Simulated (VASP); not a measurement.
# Pt (Im-3m) in VASP: single point with PBE

Aim: the single point of Pt with PBE.

All numbers are computed with VASP 6.6.1; they aren't measurements. Logs are shortened: lines on timing, memory, paths and dates and some standing lists are left out, and cuts for length are marked.

### Step 1. The cell of the first run

It takes space group Im-3m (No. 229, cubic). Conventional cell: a = 3.168 Å, b = 3.168 Å, c = 3.168 Å, α = 90.00°, β = 90.00°, γ = 90.00°. Pt (site symmetry m-3m) has 14 Pt at 2.74 to 3.17 Å within 3.6 Å.

### Step 2. Single point, PBE

Contents of INCAR:

```
SYSTEM = Pt
  PREC = Accurate
  ENCUT = 500
  EDIFF = 1E-6
  ISMEAR = 0
  SIGMA = 0.1
  LREAL = .False.
  LASPH = .True.
  NELM = 120
  ALGO = Normal
  ISIF = 2
  LWAVE = .False.
  LCHARG = .False.
  GGA = PE
  NBANDS = 11
  GGA_COMPAT = .False.
```

Contents of KPOINTS:

```
Automatic mesh
0
Gamma
  8 8 8
  0 0 0
```

Contents of POSCAR:

```
Pt
1.0
   -1.5842200000      1.5842200000      1.5842200000
    1.5842200000     -1.5842200000      1.5842200000
    1.5842200000      1.5842200000     -1.5842200000
Pt
1
Direct
    0.0000000000      0.0000000000      0.0000000000
```

Potentials or basis: VASP PAW PBE potentials, release 64 (Pt).

Run with:

```
$ cat potpaw_PBE.64/Pt/POTCAR > POTCAR
$ mpirun -np 1 vasp_std > vasp.out
```

OUTCAR:

```text
SYSTEM = Pt
   PREC = Accurate
   ENCUT = 500
   EDIFF = 1E-6
   ISMEAR = 0
   LREAL = .False.
   LASPH = .True.
   NELM = 120
   ISIF = 2
   GGA = PE

 ion  position               nearest neighbor table
   1  0.000  0.000  0.000-

  LATTYP: Found a body centered cubic cell.
 ALAT       =     3.1684400000

  Lattice vectors:

 A1 = (  -1.5842200000,   1.5842200000,   1.5842200000)
 A2 = (   1.5842200000,  -1.5842200000,   1.5842200000)
 A3 = (   1.5842200000,   1.5842200000,  -1.5842200000)

Analysis of symmetry for initial positions (statically):
=====================================================================
 Subroutine PRICEL returns:
 Original cell was already a primitive cell.

 Routine SETGRP: Setting up the symmetry group for a
 body centered cubic supercell.

 Subroutine GETGRP returns: Found 48 space group operations
 (whereof 48 operations were pure point group operations)
 out of a pool of 48 trial point group operations.

The static configuration has the point symmetry O_h .

Analysis of symmetry for dynamics (positions and initial velocities):
=====================================================================
 Subroutine PRICEL returns:
 Original cell was already a primitive cell.

 Routine SETGRP: Setting up the symmetry group for a
 body centered cubic supercell.

 Subroutine GETGRP returns: Found 48 space group operations
 (whereof 48 operations were pure point group operations)
 out of a pool of 48 trial point group operations.

The dynamic configuration has the point symmetry O_h .

 Subroutine INISYM returns: Found 48 space group operations
 (whereof 48 operations are pure point group operations),
 and found     1 'primitive' translations

----------------------------------------------------------------------------------------

                                     Primitive cell

  volume of cell :      15.9040

  direct lattice vectors                    reciprocal lattice vectors
    -1.584220000  1.584220000  1.584220000     0.000000000  0.315612731  0.315612731
     1.584220000 -1.584220000  1.584220000     0.315612731  0.000000000  0.315612731
     1.584220000  1.584220000 -1.584220000     0.315612731  0.315612731  0.000000000

  length of vectors
     2.743949530  2.743949530  2.743949530     0.446343804  0.446343804  0.446343804

  position of ions in fractional coordinates (direct lattice)
     0.000000000  0.000000000  0.000000000

  ion indices of the primitive-cell ions
   primitive index   ion index
                 1           1

----------------------------------------------------------------------------------------

 KPOINTS: Automatic mesh

Automatic generation of k-mesh.
 Grid dimensions read from file:
 generate k-points for:    8    8    8

 Generating k-lattice:

  Cartesian coordinates                     Fractional coordinates (reciprocal lattice)
     0.000000000  0.039451591  0.039451591     0.125000000  0.000000000  0.000000000
     0.039451591  0.000000000  0.039451591     0.000000000  0.125000000  0.000000000
     0.039451591  0.039451591  0.000000000     0.000000000  0.000000000  0.125000000

  Length of vectors
     0.055792976  0.055792976  0.055792976

  Shift w.r.t. Gamma in fractional coordinates (k-lattice)
     0.000000000  0.000000000  0.000000000

 Subroutine IBZKPT returns following result:
 ===========================================

 Found     29 irreducible k-points:

 Following reciprocal coordinates:
            Coordinates               Weight
  0.000000  0.000000  0.000000      1.000000
  0.125000  0.000000  0.000000     12.000000
  0.250000  0.000000  0.000000     12.000000
  0.375000  0.000000  0.000000     12.000000
  0.500000  0.000000  0.000000      6.000000
  0.125000  0.125000  0.000000     24.000000
[... 16 lines left out ...]
 -0.250000  0.250000  0.250000      6.000000
 -0.375000  0.375000  0.250000     24.000000
 [... further k-points ...]
   k-points           NKPTS =     29   k-points in BZ     NKDIM =     29   number of bands    NBANDS=     11
   number of dos      NEDOS =    301   number of ions     NIONS =      1
   total plane-waves  NPLWV =   8000
   dimension x,y,z NGX =    20 NGY =   20 NGZ =   20
   dimension x,y,z NGXF=    40 NGYF=   40 NGZF=   40
   ions per type =               1
   NGX,Y,Z   is equivalent  to a cutoff of  12.12, 12.12, 12.12 a.u.
   NGXF,Y,Z  is equivalent  to a cutoff of  24.23, 24.23, 24.23 a.u.
 SYSTEM =  Pt
   PREC   = accura    normal or accurate (medium, high low for compatibility)
   ISTART =      0    job   : 0-new  1-cont  2-samecut
   ICHARG =      2    charge: 1-file 2-atom 10-const
   ISPIN  =      1    spin polarized calculation?
   LNONCOLLINEAR =      F non collinear calculations
   LSORBIT =      F    spin-orbit coupling
   LASPH  =      T    aspherical Exc in radial PAW
   ENCUT  =  500.0 eV  36.75 Ry    6.06 a.u.   5.00  5.00  5.00*2*pi/ulx,y,z
   NELM   =    120;   NELMIN=  2; NELMDL= -5     # of ELM steps
   EDIFF  = 0.1E-05   stopping-criterion for ELM
   LREAL  =      F    real-space projection
   EDIFFG = 0.1E-04   stopping-criterion for IOM
   NSW    =      0    number of steps for IOM
   IBRION =     -1    ionic relax: 0-MD 1-quasi-New 2-CG
   NFREE  =      0    steps in history (QN), initial steepest desc. (CG)
   ISIF   =      2    stress and relaxation
   ISYM   =      2    0-nonsym 1-usesym 2-fastsym
   POTIM  = 0.5000    time-step for ionic-motion
   TEBEG  =    0.0;   TEEND  =   0.0 temperature during run
   PSTRESS=    0.0 pullay stress
   NELECT =      10.0000    total number of electrons
   NUPDOWN=      -1.0000    fix difference up-down
   EMIN   =  10.00;   EMAX   =-10.00  energy-range for DOS
   EFERMI =   0.00;   METHOD = LEGACY
   ISMEAR =     0;   SIGMA  =   0.10  broadening in eV -4-tet -1-fermi 0-gaus
   EFERMI_NEDOS =   21; number of points for ismear=-14 and -15
   IALGO  =     38    algorithm
   IMIX   =      4    mixing-type and parameters
     AMIX     =   0.40;   BMIX     =  1.00
     AMIX_MAG =   1.60;   BMIX_MAG =  1.00
  volume/ion in A,a.u.               =      15.90       107.33
  Fermi-wavevector in a.u.,A,eV,Ry     =   1.402510  2.650360 26.763132  1.967035
  Thomas-Fermi vector in A             =   2.525265
   LORBIT       =      0    0 simple, 1 ext, 2 COOP (PROOUT), +10 PAW based schemes
   GGA     = PE    functional components
   LHFCALC =     F    Hartree Fock is set to
   AEXX    =    0.0000 exact exchange contribution
   IVDW    =     0    specifies the selected vdW correction
   LEPSILON=     F    determine dielectric tensor
   LRPA    =     F    only Hartree local field effects (RPA)
 non-spin polarized calculation
 Gauss-broadening in eV      SIGMA  =   0.10
  energy-cutoff  :      500.00
  volume of cell :       15.90
 maximum number of plane-waves:       420
   NGX =  9   NGY =  9   NGZ =  9

 number of electron      10.0000000 magnetization

 Free energy of the ion-electron system (eV)
  ---------------------------------------------------
  ext. energy  EPLUGINS =         0.00000000
  ---------------------------------------------------
  free energy    TOTEN  =        -5.94159970 eV

  energy without entropy =       -5.92592070  energy(sigma->0) =       -5.93376020

 E-fermi :  10.1513     XC(G=0): -13.1610

 val. band max:       10.1367810593   @ k =  -0.3750   0.3750   0.1250
 cond. band min:      10.1619151746   @ k =  -0.3750   0.5000   0.1250
 fundamental gap:      0.0251341153
 Fermi energy:        10.1512817125

 k-point     1 :       0.0000    0.0000    0.0000
  band No.  band energies     occupation
      1       0.6548      2.00000
      2       6.6618      2.00000
      3       6.6618      2.00000
      4       6.6618      2.00000
      5       9.1166      2.00000
      6       9.1166      2.00000
      7      27.1802      0.00000
      8      27.1802      0.00000
      9      27.1802      0.00000
     10      37.1326      0.00000
     11      37.1349      0.00000

 k-point     2 :       0.1250    0.0000    0.0000
  band No.  band energies     occupation
      1       1.2708      2.00000
      2       6.4284      2.00000
      3       6.6508      2.00000
      4       7.1580      2.00000
      5       8.8568      2.00000
      6       9.1356      2.00000
      7      27.3333      0.00000
      8      27.4040      0.00000
      9      28.0860      0.00000
     10      33.3270      0.00000
     11      33.4992      0.00000

 k-point     3 :       0.2500    0.0000    0.0000
  band No.  band energies     occupation
      1       2.7509      2.00000
      2       5.9077      2.00000
      3       6.7001      2.00000
      4       8.5187      2.00000
      5       8.6944      2.00000
      6       9.2179      2.00000
      7      24.5205      0.00000
      8      26.1182      0.00000
      9      30.4902      0.00000
     10      31.5613      0.00000
     11      32.5387      0.00000

 k-point     4 :       0.3750    0.0000    0.0000
  band No.  band energies     occupation
      1       3.5826      2.00000
      2       5.4361      2.00000
      3       8.1341      2.00000
      4       9.0190      2.00000
      5       9.3566      2.00000
      6      10.2415      0.20194
      7      19.4250      0.00000
      8      24.1429      0.00000
      9      27.5961      0.00000
     10      33.4575      0.00000
     11      33.7774      0.00000
[... 239 lines left out ...]
 k-point    22 :       0.2500    0.2500    0.2500
  band No.  band energies     occupation
      1       5.8681      2.00000
      2       5.8681      2.00000
      3       5.8681      2.00000
      4       9.4997      2.00000
      5       9.4997      2.00000
      6      14.8344      0.00000
      7      19.4511      0.00000
      8      19.4511      0.00000
      9      19.4511      0.00000
     10      38.0235      0.00000
     11      38.0235      0.00000

 k-point    23 :      -0.2500    0.2500    0.2500
  band No.  band energies     occupation
      1       4.5033      2.00000
      2       6.2678      2.00000
      3       7.3791      2.00000
      4       7.3791      2.00000
      5       8.4293      2.00000
      6      10.1330      1.20373
      7      24.5967      0.00000
      8      26.4564      0.00000
      9      26.4564      0.00000
     10      27.7771      0.00000
     11      36.0445      0.00000

 k-point    24 :      -0.3750    0.3750    0.2500
  band No.  band energies     occupation
      1       5.0020      2.00000
      2       5.5628      2.00000
      3       7.3897      2.00000
      4       8.0367      2.00000
      5       9.9067      1.99946
      6      11.7771      0.00000
      7      20.7923      0.00000
      8      23.5939      0.00000
      9      25.8747      0.00000
     10      28.9045      0.00000
     11      35.3359      0.00000

 [... further k-points ...]
[... 5 lines left out ...]
  --------------------------------------------------------------------------------------
  -------------------------------------------------------------------------------------
  Total        0.0002027      0.0002027      0.0002027     -0.0000000     -0.0000000      0.0000000
  in kB        0.0204151      0.0204151      0.0204151     -0.0000000     -0.0000000      0.0000000
  external PRESSURE =       0.0204151 kB  Pullay stress =       0.0000000 kB

 VOLUME and BASIS-vectors are now :
 -----------------------------------------------------------------------------
  energy-cutoff  :      500.00
  volume of cell :       15.90
      direct lattice vectors                 reciprocal lattice vectors
    -1.584220000  1.584220000  1.584220000     0.000000000  0.315612731  0.315612731
     1.584220000 -1.584220000  1.584220000     0.315612731  0.000000000  0.315612731
     1.584220000  1.584220000 -1.584220000     0.315612731  0.315612731  0.000000000

 POSITION                                       TOTAL-FORCE (eV/Angst)
 -----------------------------------------------------------------------------------
      0.00000      0.00000      0.00000         0.000000      0.000000      0.000000
 -----------------------------------------------------------------------------------
    total drift:                                0.000000     -0.000000      0.000000

  FREE ENERGIE OF THE ION-ELECTRON SYSTEM (eV)
  ---------------------------------------------------
  free  energy   TOTEN  =        -5.9415996981 eV

  energy  without entropy=       -5.9259206992  energy(sigma->0) =       -5.93376020
```

Run time: 2.8 s. Hardware: 1 thread of Intel Xeon 6975P-C (Granite Rapids), shared host; peak memory 0.12 GiB.

What came out:

```
Free energy            : -5.9416 eV
Pressure               : 0.0 GPa
Band gap on the k mesh : zero (band 5 reaches 11.06 eV, above the bottom of band 6 at 9.12 eV)
```

Caveat: spin-orbit coupling is left out, which moves the levels of the heavy elements.
